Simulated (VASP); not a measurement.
Wanted: the native input for a VASP 6.6.1 run.

* Task: single point
* Functional: LDA
* Potentials or basis: VASP PAW LDA potentials, release 64 (Ca_sv, Mg)
* Cutoff: 520 eV
* k mesh: 5 × 5 × 1
* Occupations: fermi-dirac, width 0.1 eV
* Spin: no spin polarisation
* Dipole correction: yes
* Further INCAR settings: ALGO = Normal; EDIFF = 1e-07; NBANDS = 34

The structure of CaMg lies in POSCAR:

```
CaMg
1.0
    3.6366900000      0.0000000000      0.0000000000
   -1.8183500000      3.1494700000      0.0000000000
    0.0000000000      0.0000000000     34.1197831520
Ca Mg
4 4
Direct
    0.6666666667      0.3333333333      0.3814006974
    0.3333333333      0.6666666667      0.2863697586
    0.6666666667      0.3333333333      0.7136302414
    0.3333333333      0.6666666667      0.6185993026
    0.3333333333      0.6666666667      0.4626108871
    0.6666666667      0.3333333333      0.2051595688
    0.3333333333      0.6666666667      0.7948404312
    0.6666666667      0.3333333333      0.5373891129
```

These files were run (other wordings do the same):

INCAR

```
SYSTEM = CaMg
  PREC = Accurate
  ENCUT = 520
  EDIFF = 1E-7
  ISMEAR = -1
  SIGMA = 0.1
  LREAL = .False.
  LASPH = .True.
  NELM = 60
  ALGO = Normal
  ISIF = 2
  LWAVE = .False.
  LCHARG = .False.
  LDIPOL = .True.
  IDIPOL = 3
  DIPOL = 0.5 0.5 0.500
  GGA = CA
  NBANDS = 34
```

KPOINTS

```
regular mesh
0
Gamma
  5 5 1
  0 0 0
```

Potentials or basis: VASP PAW LDA potentials, release 64 (Ca_sv, Mg).

The run is started by

```bash
$ cat potpaw_LDA.64/Ca_sv/POTCAR potpaw_LDA.64/Mg/POTCAR > POTCAR
$ mpirun -np 1 vasp_std > vasp.out
```

Results of the run:

| Item | Value |
| --- | --- |
| Largest force | 0.315 eV/Å |
| Band gap on the k mesh | zero (band 24 reaches 0.37 eV, above the bottom of band 25 at -0.04 eV) |

Caveat: the k points lie up to 0.40 Å⁻¹ apart.

It took 2.1 min on 1 thread of AMD EPYC 7R43 64-Core Processor (Zen 3), with other jobs on the host, peak memory 0.33 GiB.
